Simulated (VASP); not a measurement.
Runs of VASP 6.6.1 on Sn. The structure is that of space group Im-3m (No. 229), or close to it. The cells are those of the table. 

```csv
task,cell,k mesh,cutoff (eV),gap on the mesh (eV),pressure (GPa)
single point,"a = 3.235 Å, angles 109.5°, 1 atom",19 × 19 × 19,520,none,0.1
single point,"a = 3.235 Å, angles 109.5°, 1 atom",12 × 12 × 12,520,none,(a)
single point,"a = 3.360 Å, angles 109.5°, 1 atom",13 × 13 × 13,520,none,-4.7
single point,"a = 3.100 Å, angles 109.5°, 1 atom",13 × 13 × 13,520,none,10.0
single point,"a = 3.147 Å, angles 109.5°, 1 atom",13 × 13 × 13,520,none,5.9
single point,"a = 3.319 Å, angles 109.5°, 1 atom",13 × 13 × 13,520,none,(b)
relaxation of cell and atoms,"relaxed from a = 3.315 Å, angles 109.5°, 1 atom",12 × 12 × 12,600,none,0.0
single point,"a = 3.191 Å, angles 109.5°, 1 atom",13 × 13 × 13,520,none,2.8
```

Alike in all rows: level PBEsol; potentials or basis VASP PAW PBE potentials, release 64 (Sn_d); no spin polarisation; smearing fermi-dirac 0.1 eV.

**Question.** Fill in the values left out.

**Answer.** (a) -0.1; (b) -3.4.

Caveats: the PAW data sets were made with another functional, which shifts forces and pressure a little; spin-orbit coupling is left out, which moves the levels of the heavy elements.

A k mesh can miss the band edges, and the runs leave out spin-orbit coupling on Sn.

A gap of «none» marks levels without a gap at the run's occupations.
